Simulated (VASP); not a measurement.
# Ca in VASP: further runs

Runs on Ca. Level: PBE. Tasks: single point.

Everything below comes from runs of VASP 6.6.1. Logs are shortened: lines on timing, memory, paths and dates and some standing lists are left out, and cuts for length are marked.

### Step 1. The cell of the first run

The cell holds a slab with vacuum, 3 atoms: a = 3.907 Å, b = 5.525 Å, c = 23.907 Å, α = 90.00°, β = 90.00°, γ = 90.00°.

### Step 2. Single point, PBE

INCAR reads:

```
PREC = Accurate
ENCUT = 520
EDIFF = 1E-6
ISMEAR = -1
SIGMA = 0.05
LREAL = F
LASPH = T
NELM = 80
ALGO = Normal
ISIF = 2
LWAVE = F
LCHARG = F
LDIPOL = T
IDIPOL = 3
DIPOL = 0.5 0.5 0.500
GGA = PE
NBANDS = 22
```

KPOINTS reads:

```
regular mesh
0
Gamma
  11 8 1
```

POSCAR reads:

```
Ca
1.0
    3.9070577562      0.0000000000      0.0000000000
    0.0000000000      5.5254140678      0.0000000000
    0.0000000000      0.0000000000     23.9071000000
Ca
3
Direct
    0.0000000000      0.0000000000      0.4224829549
    0.5000000000      0.5000000000      0.5000000019
    0.0000000000      0.0000000000      0.5775170432
```

Potentials or basis: VASP PAW PBE potentials, release 64 (Ca_sv).

The run is started by

```bash
cat potpaw_PBE.64/Ca_sv/POTCAR > POTCAR
mpirun -np 1 vasp_std > vasp.out
```

OUTCAR:

```text
PREC = Accurate
   ENCUT = 520
   EDIFF = 1E-6
   ISMEAR = -1
   LREAL = F
   LASPH = T
   NELM = 80
   ISIF = 2
   GGA = PE

 ion  position               nearest neighbor table
   1  0.000  0.000  0.422-
   2  0.500  0.500  0.500-
   3  0.000  0.000  0.578-

  LATTYP: Found a simple orthorhombic cell.
 ALAT       =     3.9070577562
 B/A-ratio  =     1.4142135624
 C/A-ratio  =     6.1189522889

  Lattice vectors:

 A1 = (   3.9070577562,   0.0000000000,   0.0000000000)
 A2 = (   0.0000000000,   5.5254140678,   0.0000000000)
 A3 = (   0.0000000000,   0.0000000000,  23.9071000000)

Analysis of symmetry for initial positions (statically):
=====================================================================
 Subroutine PRICEL returns:
 Original cell was already a primitive cell.

 Routine SETGRP: Setting up the symmetry group for a
 simple orthorhombic supercell.

 Subroutine GETGRP returns: Found  8 space group operations
 (whereof  8 operations were pure point group operations)
 out of a pool of  8 trial point group operations.

The static configuration has the point symmetry D_2h.

Analysis of symmetry for dynamics (positions and initial velocities):
=====================================================================
 Subroutine PRICEL returns:
 Original cell was already a primitive cell.

 Routine SETGRP: Setting up the symmetry group for a
 simple orthorhombic supercell.

 Subroutine GETGRP returns: Found  8 space group operations
 (whereof  8 operations were pure point group operations)
 out of a pool of  8 trial point group operations.

The dynamic configuration has the point symmetry D_2h.

 Subroutine INISYM returns: Found  8 space group operations
 (whereof  8 operations are pure point group operations),
 and found     1 'primitive' translations

----------------------------------------------------------------------------------------

                                     Primitive cell

  volume of cell :     516.1091

  direct lattice vectors                    reciprocal lattice vectors
     3.907057756  0.000000000  0.000000000     0.255947074  0.000000000  0.000000000
     0.000000000  5.525414068  0.000000000     0.000000000  0.180981912  0.000000000
     0.000000000  0.000000000 23.907100000     0.000000000  0.000000000  0.041828578

[... 87 lines left out ...]
   EDIFFG = 0.1E-04   stopping-criterion for IOM
   NSW    =      0    number of steps for IOM
   IBRION =     -1    ionic relax: 0-MD 1-quasi-New 2-CG
   NFREE  =      0    steps in history (QN), initial steepest desc. (CG)
   ISIF   =      2    stress and relaxation
   ISYM   =      2    0-nonsym 1-usesym 2-fastsym
   POTIM  = 0.5000    time-step for ionic-motion
   TEBEG  =    0.0;   TEEND  =   0.0 temperature during run
   PSTRESS=    0.0 pullay stress
   NELECT =      30.0000    total number of electrons
   NUPDOWN=      -1.0000    fix difference up-down
   EMIN   =  10.00;   EMAX   =-10.00  energy-range for DOS
   EFERMI =   0.00;   METHOD = LEGACY
   ISMEAR =    -1;   SIGMA  =   0.05  broadening in eV -4-tet -1-fermi 0-gaus
   EFERMI_NEDOS =   21; number of points for ismear=-14 and -15
   IALGO  =     38    algorithm
   IMIX   =      4    mixing-type and parameters
     AMIX     =   0.40;   BMIX     =  1.00
     AMIX_MAG =   1.60;   BMIX_MAG =  1.00
  volume/ion in A,a.u.               =     172.04      1160.96
  Fermi-wavevector in a.u.,A,eV,Ry     =   0.634164  1.198396  5.471768  0.402164
  Thomas-Fermi vector in A             =   1.698066
   LORBIT       =      0    0 simple, 1 ext, 2 COOP (PROOUT), +10 PAW based schemes
   GGA     = PE    functional components
   LHFCALC =     F    Hartree Fock is set to
   AEXX    =    0.0000 exact exchange contribution
   IVDW    =     0    specifies the selected vdW correction
   LEPSILON=     F    determine dielectric tensor
   LRPA    =     F    only Hartree local field effects (RPA)
 non-spin polarized calculation
  energy-cutoff  :      520.00
  volume of cell :      516.11
 maximum number of plane-waves:     13947
 NGX is ok and might be reduce to    30
   NGX = 15   NGY = 21   NGZ = 89

 dipolmoment           0.000000      0.000000      0.000000 electrons x Angstroem

 number of electron      29.9999997 magnetization

 dipolmoment           0.000000      0.000000     -0.000000 electrons x Angstroem

 Free energy of the ion-electron system (eV)
  ---------------------------------------------------
  ext. energy  EPLUGINS =         0.00000000
  ---------------------------------------------------
  free energy    TOTEN  =        -4.36197681 eV

  energy without entropy =       -4.31786390  energy(sigma->0) =       -4.33992035

 E-fermi :  -1.5035     XC(G=0):  -2.6771

 val. band max:       -1.5148731371   @ k =   0.1818   0.0000   0.0000
 cond. band min:      -1.4841530379   @ k =   0.1818   0.5000   0.0000
 fundamental gap:      0.0307200992
 Fermi energy:        -1.5034729653

 k-point     1 :       0.0000    0.0000    0.0000
  band No.  band energies     occupation
      1     -44.1824      2.00000
      2     -44.1780      2.00000
      3     -43.5495      2.00000
      4     -25.2215      2.00000
      5     -25.1637      2.00000
      6     -25.1615      2.00000
[... 589 lines left out ...]
     21       0.1628      0.00000
     22       0.2279      0.00000

 [... further k-points ...]

------------------------ aborting loop because EDIFF is reached ----------------------------------------

 vacuum level on the upper side and lower side of the slab       (xc-potential included)        -0.008        -0.008

  FORCE on cell =-STRESS in cart. coord.  units (eV):
  Direction    XX          YY          ZZ          XY          YZ          ZX
  --------------------------------------------------------------------------------------
  -------------------------------------------------------------------------------------
  Total        0.1940757     -1.1308985     -0.0127969     -0.0000000      0.0000000      0.0000000
  in kB        0.6024766     -3.5106912     -0.0397260     -0.0000000      0.0000000      0.0000000
  external PRESSURE =      -0.9826469 kB  Pullay stress =       0.0000000 kB

 VOLUME and BASIS-vectors are now :
 -----------------------------------------------------------------------------
  energy-cutoff  :      520.00
  volume of cell :      516.11
      direct lattice vectors                 reciprocal lattice vectors
     3.907057756  0.000000000  0.000000000     0.255947074  0.000000000  0.000000000
     0.000000000  5.525414068  0.000000000     0.000000000  0.180981912  0.000000000
     0.000000000  0.000000000 23.907100000     0.000000000  0.000000000  0.041828578

 POSITION                                       TOTAL-FORCE (eV/Angst)
 -----------------------------------------------------------------------------------
      0.00000      0.00000     10.10034         0.000000      0.000000     -0.002433
      1.95353      2.76271     11.95355         0.000000     -0.000000      0.000000
      0.00000      0.00000     13.80676         0.000000     -0.000000      0.002433
 -----------------------------------------------------------------------------------
    total drift:                                0.000000      0.000000     -0.000003

  FREE ENERGIE OF THE ION-ELECTRON SYSTEM (eV)
  ---------------------------------------------------
  free  energy   TOTEN  =        -4.3619768075 eV

  energy  without entropy=       -4.3178639007  energy(sigma->0) =       -4.33992035

 vacuum level on the upper side and lower side of the slab         1.266         1.266
```

It took 6.2 min on 1 thread of AMD EPYC 9R14 (Zen 4), shared host; peak memory 0.64 GiB.

Results:

- Free energy: -4.3620 eV
- Band gap on the k mesh: zero (bands 15 and 16 overlap by 0.34 eV)

Forces on the atoms (eV/Å):
```
Ca   0.000  0.000 -0.002
Ca   0.000  0.000  0.000
Ca   0.000  0.000  0.002
```

Levels at points of the mesh, in eV from the Fermi level:
```
           k point  band 13  band 14  band 15  band 16  band 17  band 18
(0.00, 0.00, 0.00)    -3.49    -1.84    -0.23    -0.07     0.71     0.95
(0.00, 0.50, 0.00)    -2.35    -2.06    -1.21    -0.12     0.42     0.71
```

### Step 3. Single point, PBE

INCAR reads:

```
SYSTEM = Ca
PREC = Accurate ; ENCUT = 520
EDIFF = 1E-7 ; ISMEAR = -1
SIGMA = 0.05 ; LREAL = .False.
LASPH = .True. ; NELM = 80
ALGO = Normal ; ISIF = 2
LWAVE = .False. ; LCHARG = .False.
LDIPOL = .True. ; IDIPOL = 3
DIPOL = 0.5 0.5 0.500 ; GGA = PE
NBANDS = 22 ; EFIELD = -0.5
```

KPOINTS reads:

```
regular mesh
0
Gamma
  11 8 1
  0 0 0
```

POSCAR is that of step 2.

Potentials or basis: VASP PAW PBE potentials, release 64 (Ca_sv).

The run is started by

```bash
cat potpaw_PBE.64/Ca_sv/POTCAR > POTCAR
mpirun -np 1 vasp_std > vasp.out
```

It took 7.7 min on 1 thread of AMD EPYC 9R14 (Zen 4), shared host; peak memory 0.63 GiB.

The run converged. Its results:

```
Free energy            : -4.4900 eV
Largest force          : 0.027 eV/Å
Band gap on the k mesh : zero (bands 15 and 16 overlap by 0.36 eV)
```

Forces on the atoms (eV/Å):
```
Ca   0.000  0.000 -0.011
Ca   0.000  0.000 -0.016
Ca   0.000  0.000  0.027
```

Levels at points of the mesh, in eV from the Fermi level:
```tsv
k point	band 11	band 12	band 13	band 14	band 15	band 16	band 17	band 18	band 19	band 20
(0.00, 0.00, 0.00)	-23.01	-22.97	-3.49	-1.83	-0.24	-0.07	0.46	0.71	0.88	1.05
(0.00, 0.50, 0.00)	-23.02	-22.97	-2.35	-2.06	-1.20	-0.11	0.43	0.69	1.11	1.50
```

### Step 4. Single point, PBE

INCAR reads:

```
PREC     = Accurate       # precision mode
ENCUT    = 520            # plane-wave cutoff, eV
EDIFF    = 1E-6           # SCF threshold, eV
ISMEAR   = -1             # smearing method
SIGMA    = 0.05           # smearing width, eV
LREAL    = F              # projectors in reciprocal space
LASPH    = T              # aspherical terms in the spheres
NELM     = 80             # most SCF steps
ALGO     = Normal         # electronic algorithm
ISIF     = 2              # what is computed and relaxed
LWAVE    = F              # write WAVECAR
LCHARG   = T              # write CHGCAR
LDIPOL   = T            
IDIPOL   = 3            
DIPOL    = 0.5 0.5 0.500
GGA      = PE             # functional
LELF     = T              # ELF
LVHAR    = T            
LVACPOTAV= T            
EFIELD   = -0.5         
NBANDS   = 22             # bands
```

KPOINTS reads:

```
Automatic mesh
0
Gamma
  11 8 1
```

POSCAR is that of step 3.

The run is started by

```bash
cat potpaw_PBE.64/Ca_sv/POTCAR > POTCAR
mpirun -np 1 vasp_std > vasp.out
```

Wall time 6.5 min (1 thread of AMD EPYC 9R14 (Zen 4), shared host); peak memory 0.62 GiB.

The run converged. Its results:

| Quantity | Value |
| --- | --- |
| Free energy | -4.4900 eV |
| Largest force | 0.028 eV/Å |
| Band gap on the k mesh | zero (bands 15 and 16 overlap by 0.36 eV) |

Forces on the atoms (eV/Å):
```
Ca   0.000  0.000 -0.011
Ca   0.000  0.000 -0.017
Ca   0.000  0.000  0.028
```

Levels at points of the mesh, in eV from the Fermi level:
```csv
k point,band 12,band 13,band 14,band 15,band 16,band 17,band 18,band 19
"(0.00, 0.00, 0.00)",-22.97,-3.49,-1.83,-0.24,-0.07,0.46,0.71,0.88
"(0.00, 0.50, 0.00)",-22.97,-2.35,-2.06,-1.20,-0.11,0.43,0.69,1.11
```

The gap in the log of VASP goes by the Fermi energy; the results here count the filled bands.